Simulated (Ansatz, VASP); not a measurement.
## Sn3TeW in VASP and in Ansatz

```
Sn Te W
1.0
     6.45615    0.00000    0.00000
    -3.22807    5.59119    0.00000
     0.00000    0.00000    4.98858
Sn Te W
3 1 1
Direct
  0.50000 0.00000 0.00000
  0.00000 0.50000 0.00000
  0.50000 0.50000 0.00000
  0.00000 0.00000 0.00000
  0.00000 0.00000 0.50000
```

Alike in both runs: functional PBE; k mesh 6 × 6 × 4; occupations gaussian, width 0.1 eV; no spin polarisation.

Ansatz relaxed the structure, and its values are those at the end. VASP's run is a single point on that final structure, the one shown.

|  | VASP | Ansatz |
| --- | --- | --- |
| version | VASP 6.6.1 | Ansatz 0.2.0 |
| potentials or method | VASP PAW PBE potentials, release 64 (Sn_d, Te, W_sv), cutoff 520 eV | scalar-relativistic, plane waves, PAW |
| valence electrons in the cell | 62 | 72 |

|  | VASP | Ansatz | Ansatz less VASP |
| --- | --- | --- | --- |
| gap on the k mesh at the Fermi level (eV) | none | none | - |
| pressure (GPa) | -0.1 | -0.1 | +0.05 |

A gap of «none» marks a metal or a gap that the smearing closes. With one functional, cell and mesh, what is left measures potentials, basis and numerics. VASP's potentials hold 62 valence electrons a cell and Ansatz's 72, so a difference there can come from the potentials and not from the codes.

Neither program's run includes spin-orbit coupling.
